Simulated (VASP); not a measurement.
# CoSi (P2_13) in VASP: single point with LDA

Aim: the single point of CoSi with LDA.

Everything below comes from runs of VASP 6.6.1. Logs are shortened: lines on timing, memory, paths and dates and some standing lists are left out, and cuts for length are marked.

## 1. The cell of the first run

It takes space group P2_13 (No. 198, cubic). Conventional cell: a = 4.340 Å, b = 4.340 Å, c = 4.340 Å, α = 90.00°, β = 90.00°, γ = 90.00°. Co (site symmetry 3) has 7 Si at 2.28 to 2.38 Å and 6 Co at 2.67 Å within 3.0 Å. Si (site symmetry 3) has 7 Co at 2.28 to 2.38 Å and 6 Si at 2.69 Å within 3.0 Å.

## 2. Single point, LDA, collinear spin, ferromagnetic start

Input file INCAR:

```
PREC = Accurate
ENCUT = 520
EDIFF = 1E-6
ISMEAR = -1
SIGMA = 0.1
LREAL = False
LASPH = True
NELM = 150
ALGO = Normal
ISIF = 2
LWAVE = False
LCHARG = True
ISPIN = 2
MAGMOM = 2.5 2.5 2.5 2.5 0 0 0 0
LORBIT = 11
LMAXMIX = 4
LELF = True
LVHAR = True
NBANDS = 40
```

Input file KPOINTS:

```
Automatic mesh
0
Gamma
  6 6 6
```

Input file POSCAR:

```
CoSi
1.0
    4.3397996810      0.0000000000      0.0000000000
    0.0000000000      4.3397996810      0.0000000000
    0.0000000000      0.0000000000      4.3397996810
Co Si
4 4
Direct
    0.1458540629      0.1458540629      0.1458540629
    0.3541459371      0.8541459371      0.6458540629
    0.6458540629      0.3541459371      0.8541459371
    0.8541459371      0.6458540629      0.3541459371
    0.8431534546      0.8431534546      0.8431534546
    0.6568465454      0.1568465454      0.3431534546
    0.3431534546      0.6568465454      0.1568465454
    0.1568465454      0.3431534546      0.6568465454
```

Potentials or basis: VASP PAW LDA potentials, release 64 (Co, Si).

Run with:

```
$ cat potpaw_LDA.64/Co/POTCAR potpaw_LDA.64/Si/POTCAR > POTCAR
$ mpirun -np 1 vasp_std > vasp.out
```

OUTCAR:

```text
PREC = Accurate
   ENCUT = 520
   EDIFF = 1E-6
   ISMEAR = -1
   LREAL = False
   LASPH = True
   NELM = 150
   ISIF = 2
   ISPIN = 2
   LORBIT = 11

 ion  position               nearest neighbor table
   1  0.146  0.146  0.146-   5 2.28   6 2.29   7 2.29   8 2.29   7 2.38   8 2.38   6 2.38   3 2.67
                             4 2.67   2 2.67   2 2.67   4 2.67   3 2.67
   2  0.354  0.854  0.646-   6 2.28   5 2.29   7 2.29   8 2.29   7 2.38   8 2.38   5 2.38   1 2.67
                             1 2.67   3 2.67   3 2.67   4 2.67   4 2.67
   3  0.646  0.354  0.854-   7 2.28   6 2.29   5 2.29   8 2.29   8 2.38   6 2.38   5 2.38   1 2.67
                             4 2.67   2 2.67   2 2.67   4 2.67   1 2.67
   4  0.854  0.646  0.354-   8 2.28   6 2.29   7 2.29   5 2.29   6 2.38   5 2.38   7 2.38   1 2.67
                             3 2.67   2 2.67   1 2.67   2 2.67   3 2.67
   5  0.843  0.843  0.843-   1 2.28   2 2.29   3 2.29   4 2.29   3 2.38   4 2.38   2 2.38   6 2.69
                             7 2.69   8 2.69   6 2.69   8 2.69   7 2.69
   6  0.657  0.157  0.343-   2 2.28   1 2.29   3 2.29   4 2.29   3 2.38   4 2.38   1 2.38   8 2.69
                             5 2.69   5 2.69   7 2.69   7 2.69   8 2.69
   7  0.343  0.657  0.157-   3 2.28   2 2.29   1 2.29   4 2.29   4 2.38   2 2.38   1 2.38   8 2.69
                             5 2.69   8 2.69   6 2.69   6 2.69   5 2.69
   8  0.157  0.343  0.657-   4 2.28   2 2.29   3 2.29   1 2.29   2 2.38   1 2.38   3 2.38   7 2.69
                             5 2.69   7 2.69   5 2.69   6 2.69   6 2.69

  LATTYP: Found a simple cubic cell.
 ALAT       =     4.3397996810

  Lattice vectors:

 A1 = (   4.3397996810,   0.0000000000,   0.0000000000)
 A2 = (   0.0000000000,   4.3397996810,   0.0000000000)
 A3 = (   0.0000000000,   0.0000000000,   4.3397996810)

Analysis of symmetry for initial positions (statically):
=====================================================================
 Subroutine PRICEL returns:
 Original cell was already a primitive cell.

 Routine SETGRP: Setting up the symmetry group for a
 simple cubic supercell.

 Subroutine GETGRP returns: Found 12 space group operations
 (whereof  3 operations were pure point group operations)
 out of a pool of 48 trial point group operations.

The static configuration has the point symmetry C_3 .
 The point group associated with its full space group is T   .

Analysis of symmetry for dynamics (positions and initial velocities):
=====================================================================
 Subroutine PRICEL returns:
 Original cell was already a primitive cell.

 Routine SETGRP: Setting up the symmetry group for a
 simple cubic supercell.

 Subroutine GETGRP returns: Found 12 space group operations
 (whereof  3 operations were pure point group operations)
 out of a pool of 48 trial point group operations.

The dynamic configuration has the point symmetry C_3 .
 The point group associated with its full space group is T   .

Analysis of structural, dynamic, and magnetic symmetry:
=====================================================================
 Subroutine PRICEL returns:
 Original cell was already a primitive cell.

 Routine SETGRP: Setting up the symmetry group for a
 simple cubic supercell.

 Subroutine GETGRP returns: Found 12 space group operations
 (whereof  3 operations were pure point group operations)
 out of a pool of 48 trial point group operations.

The overall configuration has the point symmetry C_3 .
 The point group associated with its full space group is T   .

 Subroutine INISYM returns: Found 12 space group operations
 (whereof  3 operations are pure point group operations),
 and found     1 'primitive' translations

----------------------------------------------------------------------------------------

                                     Primitive cell

  volume of cell :      81.7352

  direct lattice vectors                    reciprocal lattice vectors
     4.339799681  0.000000000  0.000000000     0.230425382  0.000000000  0.000000000
     0.000000000  4.339799681  0.000000000     0.000000000  0.230425382  0.000000000
     0.000000000  0.000000000  4.339799681     0.000000000  0.000000000  0.230425382

  length of vectors
     4.339799681  4.339799681  4.339799681     0.230425382  0.230425382  0.230425382

  position of ions in fractional coordinates (direct lattice)
     0.145854063  0.145854063  0.145854063
     0.354145937  0.854145937  0.645854063
     0.645854063  0.354145937  0.854145937
[... 79 lines left out ...]
   ISTART =      0    job   : 0-new  1-cont  2-samecut
   ICHARG =      2    charge: 1-file 2-atom 10-const
   ISPIN  =      2    spin polarized calculation?
   LNONCOLLINEAR =      F non collinear calculations
   LSORBIT =      F    spin-orbit coupling
   LASPH  =      T    aspherical Exc in radial PAW
   ENCUT  =  520.0 eV  38.22 Ry    6.18 a.u.   8.07  8.07  8.07*2*pi/ulx,y,z
   NELM   =    150;   NELMIN=  2; NELMDL= -5     # of ELM steps
   EDIFF  = 0.1E-05   stopping-criterion for ELM
   LREAL  =      F    real-space projection
   EDIFFG = 0.1E-04   stopping-criterion for IOM
   NSW    =      0    number of steps for IOM
   IBRION =     -1    ionic relax: 0-MD 1-quasi-New 2-CG
   NFREE  =      0    steps in history (QN), initial steepest desc. (CG)
   ISIF   =      2    stress and relaxation
   ISYM   =      2    0-nonsym 1-usesym 2-fastsym
   POTIM  = 0.5000    time-step for ionic-motion
   TEBEG  =    0.0;   TEEND  =   0.0 temperature during run
   PSTRESS=    0.0 pullay stress
   NELECT =      52.0000    total number of electrons
   NUPDOWN=      -1.0000    fix difference up-down
   EMIN   =  10.00;   EMAX   =-10.00  energy-range for DOS
   EFERMI =   0.00;   METHOD = LEGACY
   ISMEAR =    -1;   SIGMA  =   0.10  broadening in eV -4-tet -1-fermi 0-gaus
   EFERMI_NEDOS =   21; number of points for ismear=-14 and -15
   IALGO  =     38    algorithm
   IMIX   =      4    mixing-type and parameters
     AMIX     =   0.40;   BMIX     =  1.00
     AMIX_MAG =   1.60;   BMIX_MAG =  1.00
  volume/ion in A,a.u.               =      10.22        68.95
  Fermi-wavevector in a.u.,A,eV,Ry     =   1.408012  2.660756 26.973508  1.982497
  Thomas-Fermi vector in A             =   2.530213
   LORBIT       =     11    0 simple, 1 ext, 2 COOP (PROOUT), +10 PAW based schemes
   GGA     = CA    functional components
   LHFCALC =     F    Hartree Fock is set to
   AEXX    =    0.0000 exact exchange contribution
   IVDW    =     0    specifies the selected vdW correction
   LEPSILON=     F    determine dielectric tensor
   LRPA    =     F    only Hartree local field effects (RPA)
 spin polarized calculation
  energy-cutoff  :      520.00
  volume of cell :       81.74
 maximum number of plane-waves:      2272
   NGX = 17   NGY = 17   NGZ = 17

 number of electron      51.9999985 magnetization       0.0491998

 number of electron      51.9999985 magnetization      -0.0018190

 Free energy of the ion-electron system (eV)
  ---------------------------------------------------
  ext. energy  EPLUGINS =         0.00000000
  ---------------------------------------------------
  free energy    TOTEN  =       -62.66314139 eV

  energy without entropy =      -62.59798059  energy(sigma->0) =      -62.63056099

 E-fermi :  13.0482     XC(G=0): -13.3718

 val. band max:       13.0466940539   @ k =   0.5000   0.5000   0.3333
 cond. band min:      13.2416099683   @ k =   0.3333   0.3333   0.3333
 fundamental gap:      0.1949159145
 Fermi energy:        13.0481767477

 spin component 1

 k-point     1 :       0.0000    0.0000    0.0000
  band No.  band energies     occupation
      1      -1.1646      1.00000
      2       4.5258      1.00000
      3       4.5258      1.00000
      4       4.5258      1.00000
      5       7.2184      1.00000
      6       7.2184      1.00000
[... 973 lines left out ...]
     37      21.0552      0.00000
     38      21.0552      0.00000
 Fermi energy:        13.0481767477

 spin component 2

 k-point     1 :       0.0000    0.0000    0.0000
  band No.  band energies     occupation
      1      -1.1646      1.00000
      2       4.5258      1.00000
      3       4.5258      1.00000
      4       4.5258      1.00000
      5       7.2183      1.00000
      6       7.2183      1.00000
[... 973 lines left out ...]
     37      21.0551      0.00000
     38      21.0551      0.00000
 [bands above 38 left out]

------------------------ aborting loop because EDIFF is reached ----------------------------------------

  FORCE on cell =-STRESS in cart. coord.  units (eV):
  Direction    XX          YY          ZZ          XY          YZ          ZX
  --------------------------------------------------------------------------------------
  -------------------------------------------------------------------------------------
  Total        1.2155958      1.2155958      1.2155958     -0.0000000     -0.0000000      0.0000000
  in kB       23.8281716     23.8281716     23.8281716     -0.0000000     -0.0000000      0.0000000
  external PRESSURE =      23.8281716 kB  Pullay stress =       0.0000000 kB

 VOLUME and BASIS-vectors are now :
 -----------------------------------------------------------------------------
  energy-cutoff  :      520.00
  volume of cell :       81.74
      direct lattice vectors                 reciprocal lattice vectors
     4.339799681  0.000000000  0.000000000     0.230425382  0.000000000  0.000000000
     0.000000000  4.339799681  0.000000000     0.000000000  0.230425382  0.000000000
     0.000000000  0.000000000  4.339799681     0.000000000  0.000000000  0.230425382

 POSITION                                       TOTAL-FORCE (eV/Angst)
 -----------------------------------------------------------------------------------
      0.63298      0.63298      0.63298         0.005015      0.005015      0.005015
      1.53692      3.70682      2.80288        -0.005015     -0.005015      0.005015
      2.80288      1.53692      3.70682         0.005015     -0.005015     -0.005015
      3.70682      2.80288      1.53692        -0.005015      0.005015     -0.005015
      3.65912      3.65912      3.65912         0.003447      0.003447      0.003447
      2.85058      0.68068      1.48922        -0.003447     -0.003447      0.003447
      1.48922      2.85058      0.68068         0.003447     -0.003447     -0.003447
      0.68068      1.48922      2.85058        -0.003447      0.003447     -0.003447
 -----------------------------------------------------------------------------------
    total drift:                               -0.000000     -0.000000      0.000000

  FREE ENERGIE OF THE ION-ELECTRON SYSTEM (eV)
  ---------------------------------------------------
  free  energy   TOTEN  =       -62.6631413876 eV

  energy  without entropy=      -62.5979805947  energy(sigma->0) =      -62.63056099

 total charge

# of ion       s       p       d       tot
------------------------------------------
    1        0.467   0.683   7.650   8.801
    2        0.467   0.683   7.650   8.801
    3        0.467   0.683   7.650   8.801
    4        0.467   0.683   7.650   8.801
    5        0.732   0.932   0.000   1.664
    6        0.732   0.932   0.000   1.664
    7        0.732   0.932   0.000   1.664
    8        0.732   0.932   0.000   1.664
--------------------------------------------------
tot          4.796   6.462  30.601  41.860

 magnetization (x)

# of ion       s       p       d       tot
------------------------------------------
    1        0.000  -0.000  -0.000  -0.000
    2        0.000  -0.000  -0.000  -0.000
    3        0.000  -0.000  -0.000  -0.000
    4        0.000  -0.000  -0.000  -0.000
    5        0.000   0.000   0.000   0.000
    6        0.000   0.000   0.000   0.000
    7        0.000   0.000   0.000   0.000
    8        0.000   0.000   0.000   0.000
--------------------------------------------------
tot          0.000   0.000  -0.001  -0.001
```

It took 2.1 min on 1 thread of Intel Xeon 8259CL, shared host; peak memory 0.24 GiB.

What came out:

```
Free energy                                           : -62.6631 eV
Pressure                                              : 2.4 GPa
Largest force                                         : 0.009 eV/Å
Band gap on the k mesh                                : zero (filled and empty bands overlap)
Net moment                                            : 0.00 μB per cell
Valence electrons inside the program's atomic spheres : Co 8.80; Si 1.66
```

Forces in eV/Å, atoms in the order of the input:
```
Co   0.005  0.005  0.005
Co  -0.005 -0.005  0.005
Co   0.005 -0.005 -0.005
Co  -0.005  0.005 -0.005
Si   0.003  0.003  0.003
Si  -0.003 -0.003  0.003
Si   0.003 -0.003 -0.003
Si  -0.003  0.003 -0.003
```
